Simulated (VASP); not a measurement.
A run of VASP 6.6.1 is set up as follows.

File INCAR:

```
SYSTEM = Al2P3
PREC = Accurate ; ENCUT = 600
EDIFF = 1E-6 ; ISMEAR = 0
SIGMA = 0.1 ; LREAL = .FALSE.
LASPH = .TRUE. ; NELM = 100
ALGO = Normal ; ISIF = 3
LWAVE = .FALSE. ; LCHARG = .FALSE.
GGA = PE ; IBRION = 2
NSW = 100 ; EDIFFG = -0.01
```

KPOINTS

```
regular mesh
0
G
  12 12 6
  0 0 0
```

File POSCAR:

```
Al2P3
1.0
    3.4895477508      0.0000000000      0.0000000000
   -1.7447738754      3.0220369999      0.0000000000
    0.0000000000      0.0000000000      7.7597302583
Al P
2 3
Direct
    0.3333333333      0.6666666667      0.1886971986
    0.6666666667      0.3333333333      0.8113028014
    0.3333333333      0.6666666667      0.6023860357
    0.6666666667      0.3333333333      0.3976139643
    0.0000000000      0.0000000000      0.0000000000
```

Potentials or basis: VASP PAW PBE potentials, release 64 (Al, P).

Launch:

```sh
$ cat potpaw_PBE.64/Al/POTCAR potpaw_PBE.64/P/POTCAR > POTCAR
$ mpirun -np 1 vasp_std > vasp.out
```

Q: Predict the relaxed cell.

A: a = 3.462 Å, b = 3.462 Å, c = 7.841 Å, α = 90.00°, β = 90.00°, γ = 120.00°.

Q: Estimate the space group after relaxing (to 0.05 Å).

A: P-3m1 (No. 164).

Forces in eV/Å, atoms in the order of the input:
```
Al   0.000  0.000 -0.005
Al   0.000  0.000  0.005
P    0.000  0.000  0.001
P    0.000  0.000 -0.001
P    0.000  0.000  0.000
```
